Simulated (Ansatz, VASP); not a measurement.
GaN: VASP beside Ansatz

```
CELL_PARAMETERS angstrom
3.16674 0.00000 0.00000
-1.58337 2.74248 0.00000
0.00000 0.00000 10.50567
ATOMIC_POSITIONS crystal
Ga 0.00000 0.00000 0.28349
Ga 0.33333 0.66667 0.53120
Ga 0.66667 0.33333 0.03120
Ga 0.00000 0.00000 0.78349
N 0.33333 0.66667 0.85145
N 0.00000 0.00000 0.59386
N 0.66667 0.33333 0.35145
N 0.00000 0.00000 0.09386
```

Alike in both runs: functional PBE; k mesh 12 × 12 × 4; occupations gaussian, width 0.02 eV; no spin polarisation.

Ansatz relaxed the structure, and its values are those at the end. VASP's run is a single point on that final structure, the one shown.

```csv
,VASP,Ansatz
version,VASP 6.6.1,Ansatz 0.2.0
potentials or method,"VASP PAW PBE potentials, release 64 (Ga_d, N), cutoff 520 eV","scalar-relativistic, plane waves, PAW"
valence electrons in the cell,72,72
```

|  | VASP | Ansatz | Ansatz less VASP |
| --- | --- | --- | --- |
| gap on the k mesh at the Fermi level (eV) | 1.03 | 1.03 | 0.000 |
| least direct gap on the mesh (eV) | 1.03 | 1.03 | 0.000 |
| pressure (GPa) | -0.1 | 0.0 | +0.05 |
| rms of the force components (eV/Å) | 0.004 | 0.000 | -0.0034 |
